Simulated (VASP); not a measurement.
## HfBBr2: relaxation of cell and atoms with PBE

Crystal: HfBBr2.

```
Hf B Br
1.0
     4.81970    0.00000    0.00000
    -2.40985    4.17398    0.00000
     0.00000    0.00000    7.59901
Hf B Br
1 1 2
Direct
  0.00000 0.00000 0.50000
  0.00000 0.00000 0.00000
  0.33333 0.66667 0.87060
  0.66667 0.33333 0.12940
```

```json
{"Program": "VASP 6.6.1", "Task": "relaxation of cell and atoms", "Functional": "PBE", "Potentials or basis": "VASP PAW PBE potentials, release 64 (Hf_pv, B, Br)", "Cutoff": "600 eV", "k mesh": "6 × 6 × 2", "Occupations": "gaussian, width 0.1 eV", "Spin": "no spin polarisation", "Dipole correction": "no", "Further INCAR settings": "ALGO = Normal; EDIFF = 1e-06; IBRION = 2; EDIFFG = -0.04; NSW = 90; ISIF = 3"}
```

```json
{"Relaxed volume": "23.45 Å³/atom", "Relaxed cell": "a = 4.958 Å, b = 4.958 Å, c = 4.407 Å, α = 90.00°, β = 90.00°, γ = 120.00°", "Space group after relaxing (to 0.05 Å)": "P-3m1 (No. 164)", "Energy gained by relaxing": "1857.8 meV/atom", "Ionic steps": "28", "Pressure after relaxing": "0.0 GPa", "Largest force after relaxing": "0.010 eV/Å"}
```

Forces on the atoms (eV/Å):
```
Hf   0.000  0.000  0.000
B    0.000  0.000  0.000
Br   0.000  0.000 -0.010
Br   0.000  0.000  0.010
```

Stress tensor (GPa, compression positive):
```
-0.08  0.00  0.00
 0.00 -0.08  0.00
 0.00  0.00  0.09
```

Step by step:
```
step  energy change (eV)  largest force (eV/Å)  pressure (GPa)  volume (Å³)
   1              0.0000                1.0499           -5.48       152.87
   2             -1.1296                1.4684           -5.94       125.72
   3             -2.2297                4.3717           22.08        63.72
   4             -2.4428                2.6133           -2.26        91.74
   5             -2.6844                3.5277            4.69        76.89
   6             -3.2367                3.5441            8.71        71.48
   7             -2.9413                1.1961           47.98        56.35
   8             -3.5021                3.4368           17.02        65.82
   9             -3.5342                2.6367           29.12        61.02
  10             -3.9907                1.5766           31.38        60.86
  11             -4.3052                0.0908           37.79        60.36
  12             -5.3462                0.0956           23.01        65.76
  13             -6.4423                0.5667            5.33        78.12
  14             -6.2982                1.0435           -8.39       107.06
  15             -6.6748                0.8901           -3.18        90.86
  16             -6.6801                0.8569           -2.35        89.18
  17             -6.7784                0.8769           -1.98        89.59
  18             -7.0877                0.9468           -1.42        90.65
  19             -7.0730                0.6687            1.89        91.88
  20             -7.2267                0.8096           -0.36        91.38
  21             -7.2284                0.7921           -0.18        91.45
  22             -7.2824                0.6693           -0.01        91.48
  23             -7.3911                0.3079            0.55        91.57
  24             -7.3839                0.3187            2.34        91.74
  25             -7.4227                0.0282            1.35        91.65
  26             -7.4236                0.0127           -1.10        95.51
  27             -7.4306                0.0075            0.04        93.60
  28             -7.4310                0.0095           -0.03        93.82
```

Final structure:
```xyz
4
Lattice="4.9579 0.0000 0.0000 -2.4789 4.2937 0.0000 0.0000 0.0000 4.4073" Properties=species:S:1:pos:R:3 pbc="T T T"
Hf   -2.4789    4.2937    2.2036
B    -2.4789    4.2937    0.0000
Br    0.0000    2.8624    2.9287
Br    2.4789    1.4312    1.4785
```

Levels at points of the mesh, in eV from the Fermi level:
```
           k point  band 9  band 10  band 11  band 12  band 13  band 14  band 15  band 16  band 17
(0.00, 0.00, 0.00)   -3.75    -3.53    -3.53    -2.98     0.94     0.94     1.16     1.21     2.07
(0.50, 0.00, 0.00)   -4.21    -3.53    -3.10    -2.92     0.83     0.87     1.05     1.12     1.52
(0.00, 0.00, 0.50)   -3.94    -3.39    -3.39    -3.34    -2.77    -1.55    -1.55     2.63     3.63
(0.50, 0.00, 0.50)   -4.21    -4.16    -3.89    -2.73    -2.13    -0.68    -0.58     1.68     2.45
```

Wall time 21 min on 1 thread of Intel Xeon 6975P-C (shared host), peak memory 0.38 GiB.

Caveat: the k points lie up to 0.71 Å⁻¹ apart in the final cell; the volume moved by over 15 % at a fixed basis, so the end points are rough; spin-orbit coupling is left out, which moves the levels of the heavy elements; an odd number of electrons without spin polarisation forces a metal; a magnetic or distorted state may lie lower.
